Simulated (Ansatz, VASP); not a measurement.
**RbSi2: VASP beside Ansatz**

```
CELL_PARAMETERS angstrom
3.97167 0.00000 0.00000
-1.98583 3.43956 0.00000
0.00000 0.00000 6.04742
ATOMIC_POSITIONS crystal
Rb 0.00000 0.00000 0.00000
Si 0.33333 0.66667 0.44893
Si 0.66667 0.33333 0.55107
```

Alike in both runs: task single point; functional PBE; k mesh 12 × 12 × 8; occupations gaussian, width 0.1 eV; no spin polarisation.

```csv
,VASP,Ansatz
version,VASP 6.6.1,Ansatz 0.2.0
potentials or method,"VASP PAW PBE potentials, release 64 (Rb_sv, Si), cutoff 520 eV","scalar-relativistic, plane waves, PAW"
valence electrons in the cell,17,17
```

```csv
,VASP,Ansatz,Ansatz less VASP
gap on the k mesh at the Fermi level (eV),none,none,-
pressure (GPa),0.0,0.0,+0.01
"traceless stress, the component that is largest in VASP (GPa)",0.06,0.04,-0.024
rms of the force components (eV/Å),0.004,0.001,-0.0031
```

Atom by atom the forces differ by 0.003 eV/Å (rms over components). A gap of «none» marks a metal or a gap that the smearing closes. With one functional, cell and mesh, what is left measures potentials, basis and numerics.
